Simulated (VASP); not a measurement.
A run of VASP 6.6.1 is set up as follows.

Contents of INCAR:

```
ALGO     = Normal         # electronic algorithm
EDIFF    = 1E-6           # SCF threshold, eV
ENCUT    = 520            # plane-wave cutoff, eV
GGA      = RP             # functional
ISIF     = 2              # what is computed and relaxed
ISMEAR   = -1             # smearing method
LASPH    = T              # aspherical terms in the spheres
LCHARG   = F              # write CHGCAR
LREAL    = F              # projectors in reciprocal space
LWAVE    = F              # write WAVECAR
NBANDS   = 20             # bands
NELM     = 80             # most SCF steps
PREC     = Accurate       # precision mode
SIGMA    = 0.1            # smearing width, eV
```

KPOINTS

```
k-points
0
Gamma
  14 14 7
```

The input POSCAR:

```
Nb
1.0
    2.9621566957      0.0000000000      0.0000000000
   -1.4810783479      2.5653029485      0.0000000000
    0.0000000000      0.0000000000      5.4080838896
Nb
2
Direct
    0.3333333333      0.6666666667      0.2500000000
    0.6666666667      0.3333333333      0.7500000000
```

Potentials or basis: VASP PAW PBE potentials, release 64 (Nb_sv).

Command:

```bash
$ cat potpaw_PBE.64/Nb_sv/POTCAR > POTCAR
$ mpirun -np 1 vasp_std > vasp.out
```

**Question.** Predict the band gap on the k mesh.

**Answer.** Zero (band 13 reaches 11.17 eV, above the bottom of band 14 at 9.37 eV).

**Question.** Predict the pressure.

**Answer.** -10.5 GPa.

Stress tensor (GPa, compression positive):
```
-10.90   0.00   0.00
  0.00 -10.90   0.00
  0.00   0.00  -9.79
```

Caveat: the PAW data sets were made with another functional, which shifts forces and pressure a little.
